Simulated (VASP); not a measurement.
# Zn24O23F (a cell with a defect) (zincite) in VASP: electric field gradients with PBE

Aim: the electric field gradients of Zn24O23F (a cell with a defect) (zincite) with PBE.

All numbers are computed with VASP 6.6.1; they aren't measurements. Logs are shortened: lines on timing, memory, paths and dates and some standing lists are left out, and cuts for length are marked.

### 1 The cell of the first run

The cell holds a defect, 48 atoms: a = 6.499 Å, b = 9.748 Å, c = 10.411 Å, α = 90.00°, β = 90.00°, γ = 120.00°.

### 2 Electric field gradients, PBE

INCAR

```
PREC = Accurate
ENCUT = 520
EDIFF = 1E-8
ISMEAR = -1
SIGMA = 0.01
LREAL = Auto
LASPH = True
NELM = 100
ALGO = Normal
ISIF = 2
LWAVE = False
LCHARG = False
GGA = PE
LEFG = True
NELECT = 432.0
NBANDS = 246
```

KPOINTS

```
regular mesh
0
Gamma
  3 2 2
```

POSCAR

```
Zn24O23F
1.0
    6.4986160000      0.0000000000      0.0000000000
   -4.8739620000      8.4419498181      0.0000000000
    0.0000000000      0.0000000000     10.4114180000
Zn F O
24 1 23
Direct
    0.1666666666      0.2222222222      0.2500000000
    0.1666666666      0.2222222222      0.7500000000
    0.1666666666      0.5555555556      0.2500000000
    0.1666666666      0.5555555556      0.7500000000
    0.1666666666      0.8888888889      0.2500000000
    0.1666666666      0.8888888889      0.7500000000
    0.6666666666      0.2222222222      0.2500000000
    0.6666666666      0.2222222222      0.7500000000
    0.6666666666      0.5555555556      0.2500000000
    0.6666666666      0.5555555556      0.7500000000
    0.6666666666      0.8888888889      0.2500000000
    0.6666666666      0.8888888889      0.7500000000
    0.3333333334      0.1111111111      0.0000000000
    0.3333333334      0.1111111111      0.5000000000
    0.3333333334      0.4444444444      0.0000000000
    0.3333333334      0.4444444444      0.5000000000
    0.3333333334      0.7777777778      0.0000000000
    0.3333333334      0.7777777778      0.5000000000
    0.8333333334      0.1111111111      0.0000000000
    0.8333333334      0.1111111111      0.5000000000
    0.8333333334      0.4444444444      0.0000000000
    0.8333333334      0.4444444444      0.5000000000
    0.8333333334      0.7777777778      0.0000000000
    0.8333333334      0.7777777778      0.5000000000
    0.3333333334      0.1111111111      0.1895050000
    0.3333333334      0.1111111111      0.6895050000
    0.3333333334      0.4444444444      0.1895050000
    0.3333333334      0.4444444444      0.6895050000
    0.3333333334      0.7777777778      0.1895050000
    0.3333333334      0.7777777778      0.6895050000
    0.8333333334      0.1111111111      0.1895050000
    0.8333333334      0.1111111111      0.6895050000
    0.8333333334      0.4444444444      0.1895050000
    0.8333333334      0.4444444444      0.6895050000
    0.8333333334      0.7777777778      0.1895050000
    0.8333333334      0.7777777778      0.6895050000
    0.1666666666      0.2222222222      0.4395050000
    0.1666666666      0.2222222222      0.9395050000
    0.1666666666      0.5555555556      0.4395050000
    0.1666666666      0.5555555556      0.9395050000
    0.1666666666      0.8888888889      0.4395050000
    0.1666666666      0.8888888889      0.9395050000
    0.6666666666      0.2222222222      0.4395050000
    0.6666666666      0.2222222222      0.9395050000
    0.6666666666      0.5555555556      0.4395050000
    0.6666666666      0.5555555556      0.9395050000
    0.6666666666      0.8888888889      0.4395050000
    0.6666666666      0.8888888889      0.9395050000
```

Potentials or basis: VASP PAW PBE potentials, release 64 (Zn, F, O).

On the command line:

```console
$ cat potpaw_PBE.64/Zn/POTCAR potpaw_PBE.64/F/POTCAR potpaw_PBE.64/O/POTCAR > POTCAR
$ mpirun -np 1 vasp_std > vasp.out
```

OUTCAR:

```text
PREC = Accurate
   ENCUT = 520
   EDIFF = 1E-8
   ISMEAR = -1
   LREAL = Auto
   LASPH = True
   NELM = 100
   ISIF = 2
   GGA = PE
   NELECT = 432.0

 ion  position               nearest neighbor table
   1  0.167  0.222  0.250-  37 1.97  31 1.98  27 1.98  25 1.98
   2  0.167  0.222  0.750-  38 1.97  32 1.98  28 1.98  26 1.98
   3  0.167  0.556  0.250-  39 1.97  33 1.98  29 1.98  27 1.98
   4  0.167  0.556  0.750-  40 1.97  34 1.98  30 1.98  28 1.98
   5  0.167  0.889  0.250-  41 1.97  35 1.98  25 1.98  29 1.98
   6  0.167  0.889  0.750-  42 1.97  36 1.98  26 1.98  30 1.98
[... 40 lines left out ...]
  47  0.667  0.889  0.440-  11 1.97  18 1.98  20 1.98  24 1.98
  48  0.667  0.889  0.940-  12 1.97  17 1.98  19 1.98  23 1.98

  LATTYP: Found a simple monoclinic cell.
 ALAT       =     6.4986160000
 B/A-ratio  =     1.6020977390
 C/A-ratio  =     1.3228756555
 COS(beta)  =    -0.1889822365

  Lattice vectors:

 A1 = (   6.4986160000,   0.0000000000,   0.0000000000)
 A2 = (   0.0000000000,   0.0000000000,  10.4114180000)
 A3 = (  -1.6246540000,  -8.4419498181,   0.0000000000)

Analysis of symmetry for initial positions (statically):
=====================================================================
 Subroutine PRICEL returns:
 Original cell was already a primitive cell.

 Routine SETGRP: Setting up the symmetry group for a
 simple monoclinic supercell.

 Subroutine GETGRP returns: Found  1 space group operations
 (whereof  1 operations were pure point group operations)
 out of a pool of  4 trial point group operations.

The static configuration has the point symmetry C_1 .

Analysis of symmetry for dynamics (positions and initial velocities):
=====================================================================
 Subroutine PRICEL returns:
 Original cell was already a primitive cell.

 Routine SETGRP: Setting up the symmetry group for a
 simple monoclinic supercell.

 Subroutine GETGRP returns: Found  1 space group operations
 (whereof  1 operations were pure point group operations)
 out of a pool of  4 trial point group operations.

The dynamic configuration has the point symmetry C_1 .

 Subroutine INISYM returns: Found  1 space group operations
 (whereof  1 operations are pure point group operations),
 and found     1 'primitive' translations

----------------------------------------------------------------------------------------

                                     Primitive cell

  volume of cell :     571.1807

  direct lattice vectors                    reciprocal lattice vectors
     6.498616000  0.000000000  0.000000000     0.153878918  0.088842035  0.000000000
    -4.873962000  8.441949818  0.000000000     0.000000000  0.118456046  0.000000000
     0.000000000  0.000000000 10.411418000     0.000000000  0.000000000  0.096048396

  length of vectors
     6.498616000  9.747924000 10.411418000     0.177684070  0.118456046  0.096048396

  position of ions in fractional coordinates (direct lattice)
     0.166666667  0.222222222  0.250000000
     0.166666667  0.222222222  0.750000000
     0.166666667  0.555555556  0.250000000
     0.166666667  0.555555556  0.750000000
     0.166666667  0.888888889  0.250000000
     0.166666667  0.888888889  0.750000000
[... 40 lines left out ...]
     0.666666667  0.888888889  0.439505000
     0.666666667  0.888888889  0.939505000

  ion indices of the primitive-cell ions
   primitive index   ion index
                 1           1
                 2           2
                 3           3
                 4           4
                 5           5
                 6           6
[... 40 lines left out ...]
                47          47
                48          48

----------------------------------------------------------------------------------------

[... 71 lines left out ...]
   EDIFF  = 0.1E-07   stopping-criterion for ELM
   LREAL  =      T    real-space projection
   EDIFFG = 0.1E-06   stopping-criterion for IOM
   NSW    =      0    number of steps for IOM
   IBRION =     -1    ionic relax: 0-MD 1-quasi-New 2-CG
   NFREE  =      0    steps in history (QN), initial steepest desc. (CG)
   ISIF   =      2    stress and relaxation
   ISYM   =      2    0-nonsym 1-usesym 2-fastsym
   POTIM  = 0.5000    time-step for ionic-motion
   TEBEG  =    0.0;   TEEND  =   0.0 temperature during run
   PSTRESS=    0.0 pullay stress
   NELECT =     432.0000    total number of electrons
   NUPDOWN=      -1.0000    fix difference up-down
   EMIN   =  10.00;   EMAX   =-10.00  energy-range for DOS
   EFERMI =   0.00;   METHOD = LEGACY
   ISMEAR =    -1;   SIGMA  =   0.01  broadening in eV -4-tet -1-fermi 0-gaus
   EFERMI_NEDOS =   21; number of points for ismear=-14 and -15
   IALGO  =     38    algorithm
   IMIX   =      4    mixing-type and parameters
     AMIX     =   0.40;   BMIX     =  1.00
     AMIX_MAG =   1.60;   BMIX_MAG =  1.00
  volume/ion in A,a.u.               =      11.90        80.30
  Fermi-wavevector in a.u.,A,eV,Ry     =   1.491574  2.818667 30.270160  2.224794
  Thomas-Fermi vector in A             =   2.604212
   LORBIT       =      0    0 simple, 1 ext, 2 COOP (PROOUT), +10 PAW based schemes
   GGA     = PE    functional components
   LHFCALC =     F    Hartree Fock is set to
   AEXX    =    0.0000 exact exchange contribution
   IVDW    =     0    specifies the selected vdW correction
   LEPSILON=     F    determine dielectric tensor
   LRPA    =     F    only Hartree local field effects (RPA)
 non-spin polarized calculation
  energy-cutoff  :      520.00
  volume of cell :      571.18
 maximum number of plane-waves:     15404
   NGX = 25   NGY = 37   NGZ = 39

 number of electron     432.0000210 magnetization

 Free energy of the ion-electron system (eV)
  ---------------------------------------------------
  ext. energy  EPLUGINS =         0.00000000
  ---------------------------------------------------
  free energy    TOTEN  =      -212.69932285 eV

  energy without entropy =     -212.69932285  energy(sigma->0) =     -212.69932285

 E-fermi :   1.5584     XC(G=0): -10.8807

 val. band max:        1.3262526914   @ k =   0.0000   0.0000   0.0000
 cond. band min:       1.8129313054   @ k =   0.0000   0.0000   0.0000
 fundamental gap:      0.4866786139
 Fermi energy:         1.5584189371

 k-point     1 :       0.0000    0.0000    0.0000
  band No.  band energies     occupation
      1     -24.9118      2.00000
      2     -16.8732      2.00000
      3     -16.5538      2.00000
      4     -16.5223      2.00000
      5     -16.4953      2.00000
      6     -16.4489      2.00000
[... 1837 lines left out ...]
    227       6.9140      0.00000
    228       7.1245      0.00000
 [bands above 228 left out]

------------------------ aborting loop because EDIFF is reached ----------------------------------------

  FORCE on cell =-STRESS in cart. coord.  units (eV):
  Direction    XX          YY          ZZ          XY          YZ          ZX
  --------------------------------------------------------------------------------------
  -------------------------------------------------------------------------------------
  Total       14.2132991     13.9709124     19.7575469     -0.0064871     -0.0092893      0.0001285
  in kB       39.8686887     39.1887876     55.4204540     -0.0181964     -0.0260568      0.0003603
  external PRESSURE =      44.8259768 kB  Pullay stress =       0.0000000 kB

 VOLUME and BASIS-vectors are now :
 -----------------------------------------------------------------------------
  energy-cutoff  :      520.00
  volume of cell :      571.18
      direct lattice vectors                 reciprocal lattice vectors
     6.498616000  0.000000000  0.000000000     0.153878918  0.088842035  0.000000000
    -4.873962000  8.441949818  0.000000000     0.000000000  0.118456046  0.000000000
     0.000000000  0.000000000 10.411418000     0.000000000  0.000000000  0.096048396

 POSITION                                       TOTAL-FORCE (eV/Angst)
 -----------------------------------------------------------------------------------
     -0.00000      1.87599      2.60285        -1.774159      1.197686      0.795439
     -0.00000      1.87599      7.80856         0.006808      0.038662     -0.304129
     -1.62465      4.68997      2.60285        -0.011519     -0.000544      0.166883
     -1.62465      4.68997      7.80856         0.003813      0.010072     -0.151096
     -3.24931      7.50396      2.60285        -0.009256     -2.229922      0.756782
     -3.24931      7.50396      7.80856         0.000236     -0.042457     -0.289139
[... 40 lines left out ...]
     -0.00000      7.50396      4.57587        -0.001195      0.091625     -0.106166
     -0.00000      7.50396      9.78158        -0.001498      0.091391      0.246559
 -----------------------------------------------------------------------------------
    total drift:                               -0.000003     -0.000003     -0.172031

  FREE ENERGIE OF THE ION-ELECTRON SYSTEM (eV)
  ---------------------------------------------------
  free  energy   TOTEN  =      -212.6993228523 eV

  energy  without entropy=     -212.6993228523  energy(sigma->0) =     -212.69932285

 Electric field gradients (V/A^2)
---------------------------------------------------------------------
 ion       V_xx      V_yy      V_zz      V_xy      V_xz      V_yz
---------------------------------------------------------------------
   1      29.075    -8.563   -20.512   -31.412   -22.225    15.830
   2      -3.264    -4.340     7.604    -0.175    -0.979     0.961
   3       3.233     1.482    -4.715     0.470    -0.641    -1.268
   4      -1.201    -1.376     2.577     0.038    -0.020    -0.084
   5     -28.683    48.652   -19.969    -0.009    -0.135   -27.390
   6      -4.322    -2.916     7.238     0.001    -0.002    -1.465
[... 40 lines left out ...]
  47       0.249     0.044    -0.293     0.028     0.039    -0.536
  48       1.118     1.132    -2.250     0.026    -0.048     1.010
---------------------------------------------------------------------

 Electric field gradients after diagonalization (V/A^2)
 (convention: |V_zz| > |V_xx| > |V_yy|)
----------------------------------------------------------------------
 ion       V_xx      V_yy      V_zz     asymmetry (V_yy - V_xx)/ V_zz
----------------------------------------------------------------------
   1     -31.468   -24.988    56.456       0.115
   2      -4.425    -3.344     7.770       0.139
   3       3.465     1.535    -5.000       0.386
   4      -1.385    -1.193     2.579       0.075
   5     -29.580   -28.664    58.244       0.016
   6      -4.322    -3.123     7.445       0.161
[... 40 lines left out ...]
  47       0.437     0.251    -0.688       0.271
  48       1.411     1.118    -2.529       0.116
----------------------------------------------------------------------

           NMR quadrupolar parameters

 Cq : quadrupolar parameter    Cq=e*Q*V_zz/h
 eta: asymmetry parameters     (V_yy - V_xx)/ V_zz
 Q  : nuclear electric quadrupole moment in mb (millibarn)
----------------------------------------------------------------------
 ion       Cq(MHz)       eta       Q (mb)
----------------------------------------------------------------------
   1       0.137       0.115       1.000
   2       0.019       0.139       1.000
   3      -0.012       0.386       1.000
   4       0.006       0.075       1.000
   5       0.141       0.016       1.000
   6       0.018       0.161       1.000
[... 40 lines left out ...]
  47      -0.002       0.271       1.000
  48      -0.006       0.116       1.000
----------------------------------------------------------------------
```

It took 59 min on 1 thread of Intel Xeon Platinum 8259CL at 2.50GHz (Skylake/Cascade Lake), shared host; peak memory 1.1 GiB.

What came out:

```yaml
Free_energy: -212.6993 eV
Largest_force: 2.500 eV/Å
```

Forces in eV/Å, atoms in the order of the input:
```
Zn  -1.774  1.198  0.795
Zn   0.007  0.039 -0.304
Zn  -0.012 -0.001  0.167
Zn   0.004  0.010 -0.151
Zn  -0.009 -2.230  0.757
Zn   0.000 -0.042 -0.289
Zn   1.774  1.206  0.793
Zn  -0.007  0.038 -0.303
Zn   0.011  0.067  0.157
Zn  -0.004  0.007 -0.148
Zn   0.009 -0.231  0.180
Zn   0.000 -0.052 -0.160
Zn   0.001 -0.026 -2.500
Zn   0.001 -0.026  0.376
Zn  -0.028  0.239 -0.317
Zn   0.007  0.196  0.103
Zn   0.135 -0.152 -0.314
Zn   0.119 -0.096  0.103
Zn  -0.001 -0.142 -0.427
Zn  -0.001 -0.164  0.152
Zn   0.028  0.235 -0.309
Zn  -0.007  0.190  0.102
Zn  -0.135 -0.155 -0.304
Zn  -0.119 -0.099  0.100
F   -0.001  0.026  0.110
O    0.000  0.010  0.059
O    0.203 -0.479  0.107
O   -0.004 -0.085  0.059
O   -0.266  0.417  0.110
O   -0.046  0.045  0.060
O    0.001  0.087  0.113
O    0.000  0.070  0.055
O   -0.204 -0.511  0.105
O    0.004 -0.085  0.059
O    0.268  0.457  0.108
O    0.046  0.044  0.060
O    0.211 -0.177 -0.551
O    0.283 -0.224  0.655
O   -0.012 -0.031 -0.099
O   -0.010 -0.028  0.240
O    0.001  0.319 -0.521
O    0.001  0.410  0.629
O   -0.211 -0.180 -0.549
O   -0.283 -0.227  0.653
O    0.012 -0.028 -0.089
O    0.010 -0.020  0.231
O   -0.001  0.092 -0.106
O   -0.001  0.091  0.247
```

Electric field gradients, principal values (V/Å²):
| atom | least | middle | greatest (by size) |
| --- | --- | --- | --- |
| 1 Zn | -24.988 | -31.468 | 56.456 |
| 2 Zn | -3.344 | -4.425 | 7.770 |
| 3 Zn | 1.535 | 3.465 | -5.000 |
| 4 Zn | -1.193 | -1.385 | 2.579 |
| 5 Zn | -28.664 | -29.580 | 58.244 |
| 6 Zn | -3.123 | -4.322 | 7.445 |
| 7 Zn | -24.951 | -31.601 | 56.552 |
| 8 Zn | -3.339 | -4.397 | 7.736 |
| 9 Zn | 1.000 | 3.161 | -4.161 |
| 10 Zn | -1.189 | -1.353 | 2.542 |
| 11 Zn | -0.014 | -3.573 | 3.587 |
| 12 Zn | -0.964 | -1.999 | 2.963 |
| 13 Zn | -29.982 | -30.445 | 60.427 |
| 14 Zn | 0.206 | 0.518 | -0.724 |
| 15 Zn | -0.754 | -3.471 | 4.225 |
| 16 Zn | -1.789 | -2.167 | 3.956 |
| 17 Zn | -0.773 | -2.999 | 3.771 |
| 18 Zn | -1.475 | -1.919 | 3.394 |
| 19 Zn | -0.955 | -4.379 | 5.334 |
| 20 Zn | 0.181 | 2.565 | -2.746 |
| 21 Zn | -0.692 | -3.546 | 4.238 |
| 22 Zn | -1.718 | -2.297 | 4.015 |
| 23 Zn | -0.730 | -2.964 | 3.694 |
| 24 Zn | -1.469 | -1.921 | 3.390 |
| 25 F | 0.629 | 3.989 | -4.618 |
| 26 O | -0.524 | -1.353 | 1.877 |
| 27 O | -4.721 | -11.930 | 16.651 |
| 28 O | 0.453 | 0.989 | -1.443 |
| 29 O | -4.297 | -11.779 | 16.076 |
| 30 O | 0.173 | 0.812 | -0.985 |
| 31 O | -10.684 | -14.842 | 25.525 |
| 32 O | -0.186 | -1.994 | 2.179 |
| 33 O | -4.863 | -11.533 | 16.396 |
| 34 O | 0.478 | 1.024 | -1.503 |
| 35 O | -4.332 | -11.351 | 15.683 |
| 36 O | 0.164 | 0.800 | -0.964 |
| 37 O | -5.934 | -8.830 | 14.765 |
| 38 O | -6.206 | -8.597 | 14.802 |
| 39 O | -0.680 | -0.899 | 1.579 |
| 40 O | 0.126 | 2.182 | -2.309 |
| 41 O | -6.572 | -8.075 | 14.647 |
| 42 O | -6.871 | -8.345 | 15.216 |
| 43 O | -5.890 | -8.900 | 14.790 |
| 44 O | -6.153 | -8.693 | 14.846 |
| 45 O | -0.733 | -0.879 | 1.612 |
| 46 O | 0.050 | 2.323 | -2.373 |
| 47 O | 0.251 | 0.437 | -0.688 |
| 48 O | 1.118 | 1.411 | -2.529 |

Caveat: the cell carries a net charge on a neutralising background, which shifts energy and pressure; the cell is charged against a uniform background, so pressure and absolute levels hang on convention; without QUAD_EFG the Cq values of the log hold for a quadrupole moment of 1 mb, not for the nuclei.
